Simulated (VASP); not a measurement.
Write the native input for VASP 6.6.1 that does the following.

- Task: single point
- Functional: r2SCAN
- Potentials or basis: VASP PAW PBE potentials, release 64 (Hg, Te)
- Cutoff: 520 eV
- k mesh: 10 × 10 × 10
- Occupations: fermi-dirac, width 0.05 eV
- Spin: no spin polarisation
- Dipole correction: no
- Further INCAR settings: ALGO = Normal; EDIFF = 1e-06; NBANDS = 16

The system is HgTe.

```
Hg Te
1.0
    -3.04560    3.04560    1.55941
     3.04560   -3.04560    1.55941
     3.04560    3.04560   -1.55941
Hg Te
1 1
Direct
  0.75000 0.25000 0.50000
  0.00000 0.00000 0.00000
```

One way to write it, as run:

POSCAR

```
HgTe
1.0
   -3.0456030000      3.0456030000      1.5594100000
    3.0456030000     -3.0456030000      1.5594100000
    3.0456030000      3.0456030000     -1.5594100000
Hg Te
1 1
Direct
    0.7500000000      0.2500000000      0.5000000000
    0.0000000000      0.0000000000      0.0000000000
```

INCAR.step1

```
SYSTEM = HgTe
PREC = Accurate
ENCUT = 520
ISMEAR = -1
SIGMA = 0.05
LREAL = .FALSE.
LASPH = .TRUE.
NELM = 60
NBANDS = 16
GGA = PE
ALGO = Normal
EDIFF = 1E-4
LWAVE = .TRUE.
LCHARG = .FALSE.
```

INCAR.step2

```
SYSTEM = HgTe
PREC = Accurate
ENCUT = 520
EDIFF = 1E-6
ISMEAR = -1
SIGMA = 0.05
LREAL = .FALSE.
LASPH = .TRUE.
NELM = 60
ALGO = Normal
ISIF = 2
LWAVE = .FALSE.
LCHARG = .TRUE.
METAGGA = R2SCAN
LMIXTAU = .TRUE.
LELF = .TRUE.
LVHAR = .TRUE.
NBANDS = 16
ISTART = 1
```

KPOINTS

```
regular mesh
0
G
  10 10 10
  0 0 0
```

Potentials or basis: VASP PAW PBE potentials, release 64 (Hg, Te).

Command:

```sh
$ cat potpaw_PBE.64/Hg/POTCAR potpaw_PBE.64/Te/POTCAR > POTCAR
$ cp INCAR.step1 INCAR
$ mpirun -np 1 vasp_std > vasp.out
$ cp INCAR.step2 INCAR
$ mpirun -np 1 vasp_std > vasp.out
```

Results of the run:

The pressure is -1.0 GPa. The band gap on the k mesh is zero (bands 9 and 10 overlap by 3.50 eV).

Caveat: the PAW data sets were made with another functional, which shifts forces and pressure a little; spin-orbit coupling is left out, which moves the levels of the heavy elements.

It took 6.8 min on 1 thread of Intel Xeon 8259CL, with other jobs on the host, peak memory 0.28 GiB.
